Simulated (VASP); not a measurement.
**Ni: single point with r2SCAN**

Ni:

```
Ni
1.0
     2.41494    0.00000    0.00000
    -1.20747    2.09140    0.00000
     0.00000    0.00000    4.01776
Ni
2
Direct
  0.66667 0.33333 0.75000
  0.33333 0.66667 0.25000
```

This isn't the form of Ni at room conditions, which is fcc.

```
Program             : VASP 6.6.1
Task                : single point
Functional          : r2SCAN
Potentials or basis : VASP PAW PBE potentials, release 64 (Ni_sv_GW)
Cutoff              : 650 eV
k mesh              : 12 × 12 × 7
Occupations         : fermi-dirac, width 0.05 eV
Spin                : collinear spin, ferromagnetic start
Starting moments    : [1.0, 1.0] μB
```

```
Pressure                                              : 5.5 GPa
Net moment                                            : 1.45 μB per cell
Site moments                                          : Ni +0.79 μB
Valence electrons inside the program's atomic spheres : Ni 16.43
```

Stress tensor (GPa, compression positive):
```
5.91 0.00 0.00
0.00 5.91 0.00
0.00 0.00 4.71
```

Levels at points of the mesh, in eV from the Fermi level:
Spin up:
```tsv
k point	band 15	band 16	band 17	band 18	band 19	band 20	band 21	band 22	band 23	band 24
(0.00, 0.00, 0.00)	-2.71	-2.07	-2.07	-1.06	-1.06	-0.85	5.86	23.99	26.45	26.83
(0.50, 0.00, 0.00)	-2.70	-1.03	-0.91	-0.88	0.99	3.19	9.87	10.59	13.04	14.36
```
Spin down:
```csv
k point,band 13,band 14,band 15,band 16,band 17,band 18,band 19,band 20,band 21,band 22
"(0.00, 0.00, 0.00)",-1.82,-1.52,-1.52,-1.17,-1.17,-1.05,-0.10,-0.10,6.62,23.75
"(0.50, 0.00, 0.00)",-2.15,-2.06,-1.43,0.09,0.31,0.45,1.88,3.82,9.99,10.74
```

Wall time 6.1 min on 1 thread of Intel(R) Xeon(R) Platinum 8559C (Emerald Rapids) (shared host), peak memory 0.23 GiB.

Caveat: the cell stands under pressure; the PAW data sets were made with another functional, which shifts forces and pressure a little.
